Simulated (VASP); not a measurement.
A run of VASP 6.6.1 is set up as follows.

POSCAR

```
ZrC
1.0
    0.0000000000      2.2904466857      2.2904466857
    2.2904466857      0.0000000000      2.2904466857
    2.2904466857      2.2904466857      0.0000000000
Zr C
1 1
Direct
    0.0000000000      0.0000000000      0.0000000000
    0.5000000000      0.5000000000      0.5000000000
```

Contents of INCAR.step1:

```
SYSTEM = ZrC
PREC = Accurate ; ENCUT = 520
EDIFF = 1E-5 ; ISMEAR = -1
SIGMA = 0.1 ; LREAL = .False.
LASPH = .True. ; NELM = 100
ALGO = Normal ; ISIF = 2
LWAVE = .True. ; NBANDS = 15
GGA = PE
```

INCAR.step2

```
SYSTEM = ZrC
PREC = Accurate ; ENCUT = 520
EDIFF = 1E-6 ; ISMEAR = -1
SIGMA = 0.1 ; LREAL = .False.
LASPH = .True. ; NELM = 100
ALGO = Normal ; ISIF = 2
LWAVE = .False. ; LCHARG = .True.
GGA = PE ; LHFCALC = .True.
HFSCREEN = 0.2079 ; PRECFOCK = Normal
LELF = .True. ; LVHAR = .True.
NBANDS = 15 ; ISTART = 1
```

Contents of KPOINTS:

```
Automatic mesh
0
Gamma
  4 4 4
  0 0 0
```

Potentials or basis: VASP PAW PBE potentials, release 64 (Zr_sv, C).

Launch:

```bash
$ cat potpaw_PBE.64/Zr_sv/POTCAR potpaw_PBE.64/C/POTCAR > POTCAR
$ cp INCAR.step1 INCAR
$ mpirun -np 1 vasp_std > vasp.out
$ cp INCAR.step2 INCAR
$ mpirun -np 1 vasp_std > vasp.out
```

**Question.** What does it give for the pressure?

**Answer.** 18.1 GPa.

**Question.** Estimate the band gap on the k mesh.

**Answer.** Zero (band 8 reaches 11.33 eV, above the bottom of band 9 at 9.79 eV).

Caveat: the k points lie up to 0.59 Å⁻¹ apart; the PAW data sets were made with another functional, which shifts forces and pressure a little.
